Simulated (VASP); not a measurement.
# ZnCdSe4S2 (P6/mmm) in VASP: relaxation of cell and atoms with PBE

Aim: the relaxation of cell and atoms of ZnCdSe4S2 with PBE.

All numbers are computed with VASP 6.6.1; they aren't measurements. Logs are shortened: lines on timing, memory, paths and dates and some standing lists are left out, and cuts for length are marked.

## 1. The cell of the first run

The structure is hexagonal, space group P6/mmm (No. 191). The conventional cell has a = 6.604 Å, b = 6.604 Å, c = 6.218 Å, α = 90.00°, β = 90.00°, γ = 120.00°. Within 4.1 Å of Zn (site symmetry 6/mmm) lie 2 Cd at 3.11 Å and 6 S at 3.81 Å. Within 4.1 Å of Cd (site symmetry 6/mmm) lie 2 Zn at 3.11 Å and 12 Se at 3.99 Å. Se (site symmetry 3m) has 1 S at 1.94 Å and 1 Se at 2.34 Å within 2.6 Å. Within 2.6 Å of S (site symmetry -6m2) lie 2 Se at 1.94 Å.

The cell was generated, and may not be a known phase.

## 2. Relaxation of cell and atoms, PBE

The input, INCAR:

```
SYSTEM = ZnCdSe4S2
PREC = Accurate ; ENCUT = 600
EDIFF = 1E-6 ; ISMEAR = 0
SIGMA = 0.2 ; LREAL = .False.
LASPH = .True. ; NELM = 80
ALGO = Normal ; ISIF = 3
LWAVE = .False. ; LCHARG = .False.
GGA = PE ; IBRION = 2
NSW = 36 ; EDIFFG = -0.08
```

The input, KPOINTS:

```
Automatic mesh
0
Gamma
  3 3 3
  0 0 0
```

The input, POSCAR:

```
ZnCdSe4S2
1.0
    6.6039101000      0.0000000000      0.0000000000
   -3.3019550500      5.7191539100      0.0000000000
    0.0000000000      0.0000000000      6.2176703400
Zn Cd Se S
1 1 4 2
Direct
    0.0000000000      0.0000000000      0.0000000000
    0.0000000000      0.0000000000      0.5000000000
    0.3333333300      0.6666666700      0.3118234800
    0.6666666700      0.3333333300      0.3118234800
    0.6666666700      0.3333333300      0.6881765200
    0.3333333300      0.6666666700      0.6881765200
    0.3333333300      0.6666666700      0.0000000000
    0.6666666700      0.3333333300      0.0000000000
```

Potentials or basis: VASP PAW PBE potentials, release 64 (Zn, Cd, Se, S).

Run with:

```sh
> cat potpaw_PBE.64/Zn/POTCAR potpaw_PBE.64/Cd/POTCAR potpaw_PBE.64/Se/POTCAR potpaw_PBE.64/S/POTCAR > POTCAR
> mpirun -np 1 vasp_std > vasp.out
```

OUTCAR:

```text
SYSTEM = ZnCdSe4S2
   PREC = Accurate
   ENCUT = 600
   EDIFF = 1E-6
   ISMEAR = 0
   LREAL = .False.
   LASPH = .True.
   NELM = 80
   ISIF = 3
   GGA = PE
   IBRION = 2
   NSW = 36
   EDIFFG = -0.08

 ion  position               nearest neighbor table
   1  0.000  0.000  0.000-   2 3.11   2 3.11
   2  0.000  0.000  0.500-   1 3.11   1 3.11
   3  0.333  0.667  0.312-   7 1.94   6 2.34
   4  0.667  0.333  0.312-   8 1.94   5 2.34
   5  0.667  0.333  0.688-   8 1.94   4 2.34
   6  0.333  0.667  0.688-   7 1.94   3 2.34
   7  0.333  0.667  0.000-   3 1.94   6 1.94
   8  0.667  0.333  0.000-   4 1.94   5 1.94

  LATTYP: Found a hexagonal cell.
 ALAT       =     6.6039101000
 C/A-ratio  =     0.9415134740

  Lattice vectors:

 A1 = (   6.6039101000,   0.0000000000,   0.0000000000)
 A2 = (  -3.3019550500,   5.7191539100,   0.0000000000)
 A3 = (   0.0000000000,   0.0000000000,   6.2176703400)

Analysis of symmetry for initial positions (statically):
=====================================================================
 Subroutine PRICEL returns:
 Original cell was already a primitive cell.

 Routine SETGRP: Setting up the symmetry group for a
 hexagonal supercell.

 Subroutine GETGRP returns: Found 24 space group operations
 (whereof 24 operations were pure point group operations)
 out of a pool of 24 trial point group operations.

The static configuration has the point symmetry D_6h.

Analysis of symmetry for dynamics (positions and initial velocities):
=====================================================================
 Subroutine PRICEL returns:
 Original cell was already a primitive cell.

 Routine SETGRP: Setting up the symmetry group for a
 hexagonal supercell.

 Subroutine GETGRP returns: Found 24 space group operations
 (whereof 24 operations were pure point group operations)
 out of a pool of 24 trial point group operations.

The dynamic configuration has the point symmetry D_6h.

 Subroutine INISYM returns: Found 24 space group operations
 (whereof 24 operations are pure point group operations),
 and found     1 'primitive' translations

----------------------------------------------------------------------------------------

                                     Primitive cell

  volume of cell :     234.8338

  direct lattice vectors                    reciprocal lattice vectors
     6.603910100  0.000000000  0.000000000     0.151425441  0.087425519  0.000000000
    -3.301955050  5.719153910  0.000000000     0.000000000  0.174851038  0.000000000
     0.000000000  0.000000000  6.217670340     0.000000000  0.000000000  0.160831943

  length of vectors
     6.603910100  6.603910099  6.217670340     0.174851038  0.174851038  0.160831943

  position of ions in fractional coordinates (direct lattice)
     0.000000000  0.000000000  0.000000000
     0.000000000  0.000000000  0.500000000
     0.333333330  0.666666670  0.311823480
     0.666666670  0.333333330  0.311823480
     0.666666670  0.333333330  0.688176520
     0.333333330  0.666666670  0.688176520
     0.333333330  0.666666670  0.000000000
     0.666666670  0.333333330  0.000000000

  ion indices of the primitive-cell ions
   primitive index   ion index
                 1           1
                 2           2
                 3           3
                 4           4
                 5           5
                 6           6
                 7           7
                 8           8

----------------------------------------------------------------------------------------

 KPOINTS: Automatic mesh

Automatic generation of k-mesh.
 Grid dimensions read from file:
 generate k-points for:    3    3    3

 Generating k-lattice:

  Cartesian coordinates                     Fractional coordinates (reciprocal lattice)
     0.050475147  0.029141840  0.000000000     0.333333333 -0.000000000  0.000000000
     0.000000000  0.058283679  0.000000000     0.000000000  0.333333333  0.000000000
     0.000000000  0.000000000  0.053610648     0.000000000  0.000000000  0.333333333

  Length of vectors
     0.058283679  0.058283679  0.053610648

  Shift w.r.t. Gamma in fractional coordinates (k-lattice)
     0.000000000  0.000000000  0.000000000

 Subroutine IBZKPT returns following result:
 ===========================================

 Found      6 irreducible k-points:

 Following reciprocal coordinates:
            Coordinates               Weight
  0.000000  0.000000  0.000000      1.000000
  0.333333  0.000000  0.000000      6.000000
  0.333333  0.333333  0.000000      2.000000
  0.000000  0.000000  0.333333      2.000000
  0.333333  0.000000  0.333333     12.000000
  0.333333  0.333333  0.333333      4.000000
   k-points           NKPTS =      6   k-points in BZ     NKDIM =      6   number of bands    NBANDS=     36
   number of dos      NEDOS =    301   number of ions     NIONS =      8
   total plane-waves  NPLWV = 145800
   dimension x,y,z NGX =    54 NGY =   54 NGZ =   50
   dimension x,y,z NGXF=   108 NGYF=  108 NGZF=  100
   ions per type =               1   1   4   2
   NGX,Y,Z   is equivalent  to a cutoff of  13.59, 13.59, 13.37 a.u.
   NGXF,Y,Z  is equivalent  to a cutoff of  27.19, 27.19, 26.74 a.u.
 SYSTEM =  ZnCdSe4S2
   PREC   = accura    normal or accurate (medium, high low for compatibility)
   ISTART =      0    job   : 0-new  1-cont  2-samecut
   ICHARG =      2    charge: 1-file 2-atom 10-const
   ISPIN  =      1    spin polarized calculation?
   LNONCOLLINEAR =      F non collinear calculations
   LSORBIT =      F    spin-orbit coupling
   LASPH  =      T    aspherical Exc in radial PAW
   ENCUT  =  600.0 eV  44.10 Ry    6.64 a.u.  13.19 13.19 12.42*2*pi/ulx,y,z
   NELM   =     80;   NELMIN=  2; NELMDL= -5     # of ELM steps
   EDIFF  = 0.1E-05   stopping-criterion for ELM
   LREAL  =      F    real-space projection
   EDIFFG = -.8E-01   stopping-criterion for IOM
   NSW    =     36    number of steps for IOM
   IBRION =      2    ionic relax: 0-MD 1-quasi-New 2-CG
   NFREE  =      1    steps in history (QN), initial steepest desc. (CG)
   ISIF   =      3    stress and relaxation
   ISYM   =      2    0-nonsym 1-usesym 2-fastsym
   POTIM  = 0.5000    time-step for ionic-motion
   TEBEG  =    0.0;   TEEND  =   0.0 temperature during run
   PSTRESS=    0.0 pullay stress
   NELECT =      60.0000    total number of electrons
   NUPDOWN=      -1.0000    fix difference up-down
   EMIN   =  10.00;   EMAX   =-10.00  energy-range for DOS
   EFERMI =   0.00;   METHOD = LEGACY
   ISMEAR =     0;   SIGMA  =   0.20  broadening in eV -4-tet -1-fermi 0-gaus
   EFERMI_NEDOS =   21; number of points for ismear=-14 and -15
   IALGO  =     38    algorithm
   IMIX   =      4    mixing-type and parameters
     AMIX     =   0.40;   BMIX     =  1.00
     AMIX_MAG =   1.60;   BMIX_MAG =  1.00
  volume/ion in A,a.u.               =      29.35       198.09
  Fermi-wavevector in a.u.,A,eV,Ry     =   1.038815  1.963076 14.682556  1.079137
  Thomas-Fermi vector in A             =   2.173317
   LORBIT       =      0    0 simple, 1 ext, 2 COOP (PROOUT), +10 PAW based schemes
   GGA     = PE    functional components
   LHFCALC =     F    Hartree Fock is set to
   AEXX    =    0.0000 exact exchange contribution
   IVDW    =     0    specifies the selected vdW correction
   LEPSILON=     F    determine dielectric tensor
   LRPA    =     F    only Hartree local field effects (RPA)
 conjugate gradient relaxation of ions
 non-spin polarized calculation
 Gauss-broadening in eV      SIGMA  =   0.20
  energy-cutoff  :      600.00
  volume of cell :      234.83
 maximum number of plane-waves:      7857
 NGX is ok and might be reduce to    54
   NGX = 27   NGY = 27   NGZ = 25

--------------------------------------- Ionic step        1  -------------------------------------------

 number of electron      60.0000005 magnetization

 Free energy of the ion-electron system (eV)
  ---------------------------------------------------
  ext. energy  EPLUGINS =         0.00000000
  ---------------------------------------------------
  free energy    TOTEN  =       -16.65462881 eV

  energy without entropy =      -16.56553742  energy(sigma->0) =      -16.61008311

------------------------ aborting loop because EDIFF is reached ----------------------------------------

  FORCE on cell =-STRESS in cart. coord.  units (eV):
  Direction    XX          YY          ZZ          XY          YZ          ZX
  --------------------------------------------------------------------------------------
  -------------------------------------------------------------------------------------
  Total        0.1166430      0.1166430     63.6543383      0.0000000      0.0000000      0.0000000
  in kB        0.7958087      0.7958087    434.2881325      0.0000000      0.0000000      0.0000000
  external PRESSURE =     145.2932500 kB  Pullay stress =       0.0000000 kB
[... 107 lines left out ...]
  FREE ENERGIE OF THE ION-ELECTRON SYSTEM (eV)
  ---------------------------------------------------
  free  energy   TOTEN  =       -16.5069064418 eV

  energy  without entropy=      -16.2350502853  energy(sigma->0) =      -16.37097836

 E-fermi :  -0.4862     XC(G=0):  -7.5764

 val. band max:       -0.5305441164   @ k =   0.3333   0.0000   0.0000
 cond. band min:      -0.4734453197   @ k =   0.0000   0.0000   0.3333
 fundamental gap:      0.0570987967
 Fermi energy:        -0.4861594308

 k-point     1 :       0.0000    0.0000    0.0000
  band No.  band energies     occupation
      1     -14.1870      2.00000
      2     -13.8194      2.00000
      3     -11.8519      2.00000
      4     -11.8147      2.00000
      5     -11.4999      2.00000
      6     -11.4805      2.00000
[... 223 lines left out ...]
     35       3.0548      0.00000
     36       3.0548      0.00000

[... ionic steps 4 to 10 ...]

--------------------------------------- Ionic step       11  -------------------------------------------

 number of electron      59.9999977 magnetization

------------------------ aborting loop because EDIFF is reached ----------------------------------------

  FORCE on cell =-STRESS in cart. coord.  units (eV):
  Direction    XX          YY          ZZ          XY          YZ          ZX
  --------------------------------------------------------------------------------------
  -------------------------------------------------------------------------------------
  Total       -0.2025326     -0.2025326     -1.7892785      0.0000000      0.0000000      0.0000000
  in kB       -1.2540943     -1.2540943    -11.0793242      0.0000000      0.0000000      0.0000000
  external PRESSURE =      -4.5291710 kB  Pullay stress =       0.0000000 kB
[... 69 lines left out ...]
  energy  without entropy=      -19.7351646778  energy(sigma->0) =      -19.79887154

--------------------------------------- Ionic step       13  -------------------------------------------

 number of electron      59.9999981 magnetization

 Free energy of the ion-electron system (eV)
  ---------------------------------------------------
  ext. energy  EPLUGINS =         0.00000000
  ---------------------------------------------------
  free energy    TOTEN  =       -19.86439726 eV

  energy without entropy =      -19.73361790  energy(sigma->0) =      -19.79900758

 E-fermi :   0.7254     XC(G=0):  -8.0427

 val. band max:        0.7243943916   @ k =   0.3333   0.0000   0.3333
 cond. band min:       0.8253088956   @ k =   0.0000   0.0000   0.3333
 fundamental gap:      0.1009145040
 Fermi energy:         0.7254299878

 k-point     1 :       0.0000    0.0000    0.0000
  band No.  band energies     occupation
      1     -14.6900      2.00000
      2     -14.3782      2.00000
      3     -11.8954      2.00000
      4     -11.5775      2.00000
      5     -11.3589      2.00000
      6     -11.0469      2.00000
[... 258 lines left out ...]
  FREE ENERGIE OF THE ION-ELECTRON SYSTEM (eV)
  ---------------------------------------------------
  free  energy   TOTEN  =       -19.8643972640 eV

  energy  without entropy=      -19.7336178987  energy(sigma->0) =      -19.79900758

 reached required accuracy - stopping structural energy minimisation
```

It took 7.7 min on 1 thread of Intel Xeon 6975P-C (Granite Rapids), shared host; peak memory 0.44 GiB.

Results:

| Item | Value |
| --- | --- |
| Free energy | -19.8644 eV |
| Relaxed volume | 32.15 Å³/atom |
| Relaxed cell | a = 6.600 Å, b = 6.600 Å, c = 6.817 Å, α = 90.00°, β = 90.00°, γ = 120.00° |
| Space group after relaxing (to 0.1 Å) | P6/mmm (No. 191) |
| Energy gained by relaxing | 401.2 meV/atom |
| Ionic steps | 13 |
| Pressure after relaxing | 0.0 GPa |
| Largest force after relaxing | 0.007 eV/Å |
| Band gap on the k mesh | zero (bands 30 and 31 overlap by 1.48 eV) |

Forces on the atoms (eV/Å):
```
Zn   0.000  0.000  0.000
Cd   0.000  0.000  0.000
Se   0.000  0.000 -0.007
Se   0.000  0.000 -0.007
Se   0.000  0.000  0.007
Se   0.000  0.000  0.007
S    0.000  0.000  0.000
S    0.000  0.000  0.000
```

Step by step:
| step | energy change (eV) | largest force (eV/Å) | pressure (GPa) | volume (Å³) |
| --- | --- | --- | --- | --- |
| 1 | 0.0000 | 5.3865 | 14.53 | 234.83 |
| 2 | 0.8434 | 1.2211 | -5.83 | 325.43 |
| 3 | 0.1477 | 0.4725 | -5.80 | 311.13 |
| 4 | -0.7788 | 0.2895 | -5.69 | 296.77 |
| 5 | -2.9455 | 0.9009 | -2.39 | 265.79 |
| 6 | -3.0394 | 0.1662 | 2.85 | 250.31 |
| 7 | -3.1612 | 0.7269 | -0.25 | 258.22 |
| 8 | -3.1723 | 0.6354 | 0.41 | 256.28 |
| 9 | -3.1718 | 0.6579 | 0.26 | 256.71 |
| 10 | -3.2017 | 0.1020 | -0.57 | 259.13 |
| 11 | -3.2026 | 0.1718 | -0.45 | 258.75 |
| 12 | -3.2079 | 0.0822 | 0.22 | 256.38 |
| 13 | -3.2098 | 0.0071 | -0.01 | 257.16 |

Final structure:
```xyz
8
Lattice="6.5999 0.0000 0.0000 -3.2999 5.7157 0.0000 0.0000 0.0000 6.8172" Properties=species:S:1:pos:R:3 pbc="T T T"
Zn    0.0000    0.0000    0.0000
Cd    0.0000    0.0000    3.4086
Se    0.0000    3.8104    2.2144
Se    3.2999    1.9052    2.2144
Se    3.2999    1.9052    4.6028
Se    0.0000    3.8104    4.6028
S     0.0000    3.8104    0.0000
S     3.2999    1.9052    0.0000
```

Caveat: the k points lie up to 0.37 Å⁻¹ apart in the final cell, too coarse for converged energies and pressures of a metal.

The gap in the log of VASP goes by the Fermi energy; the results here count the filled bands.